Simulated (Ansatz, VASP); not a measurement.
# CoO: VASP beside Ansatz

```
Co O
1.0
     0.00000    2.13150    2.13150
     2.13150    0.00000    2.13150
     2.13150    2.13150    0.00000
Co O
1 1
Direct
  0.00000 0.00000 0.00000
  0.50000 0.50000 0.50000
```

Alike in both runs: task single point; functional PBE; k mesh 9 × 9 × 9; occupations fermi-dirac, width 0.05 eV; collinear spin; fixed moment 1.5 μB.

|  | VASP | Ansatz |
| --- | --- | --- |
| version | VASP 6.6.1 | Ansatz 0.2.0 |
| potentials or method | VASP PAW PBE potentials, release 64 (Co, O) | Ansatz PAW |
| plane-wave cutoff (eV) | 520 | 420 |
| valence electrons in the cell | 15 | 23 |

|  | VASP | Ansatz | Ansatz less VASP |
| --- | --- | --- | --- |
| pressure (GPa) | -13.0 | -12.5 | +0.47 |
| net moment per atom (μB) | 0.75 | 0.75 | 0.000 |
| size of the moment on the site where the two differ most (μB) | 1.48 | 1.41 | -0.066 |

Site moments also hang on the region over which each program counts them. The functional is the same, so the differences come from potentials, cutoffs and numerics. VASP's potentials hold 15 valence electrons a cell and Ansatz's 23, so a difference there can come from the potentials and not from the codes.
